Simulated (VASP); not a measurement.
Input of a VASP 6.6.1 run:

File INCAR:

```
SYSTEM = C
PREC     = Accurate       ! precision mode
ENCUT    = 600            ! plane-wave cutoff, eV
EDIFF    = 1E-6           ! SCF threshold, eV
ISMEAR   = 0              ! smearing method
SIGMA    = 0.15           ! smearing width, eV
LREAL    = .False.        ! projectors in reciprocal space
LASPH    = .True.         ! aspherical terms in the spheres
NELM     = 120            ! most SCF steps
ALGO     = Normal         ! electronic algorithm
ISIF     = 2              ! what is computed and relaxed
LWAVE    = .False.        ! write WAVECAR
LCHARG   = .False.        ! write CHGCAR
GGA      = PE             ! functional
IVDW     = 12             ! dispersion correction
NBANDS   = 16             ! bands
GGA_COMPAT= .False.
```

Contents of KPOINTS:

```
regular mesh
0
Gamma
  24 24 2
  0 0 0
```

File POSCAR:

```
C
1.0
    2.4652678561      0.0000000000      0.0000000000
   -1.2326339280      2.1349845905      0.0000000000
    0.0000000000      0.0000000000     23.9222939139
C
4
Direct
    0.0000000000      0.0000000000      0.5711557753
    0.0000000000      0.0000000000      0.4288442247
    0.3333333333      0.6666666667      0.4288237756
    0.6666666667      0.3333333333      0.5711762244
```

Potentials or basis: VASP PAW PBE potentials, release 64 (C).

Launch:

```bash
$ cat potpaw_PBE.64/C/POTCAR > POTCAR
$ mpirun -np 1 vasp_std > vasp.out
```

(1) Estimate the dispersion energy per atom.

(2) What does it give for the band gap on the k mesh?

Results:

(1) -0.119 eV.

(2) zero (filled and empty bands touch).
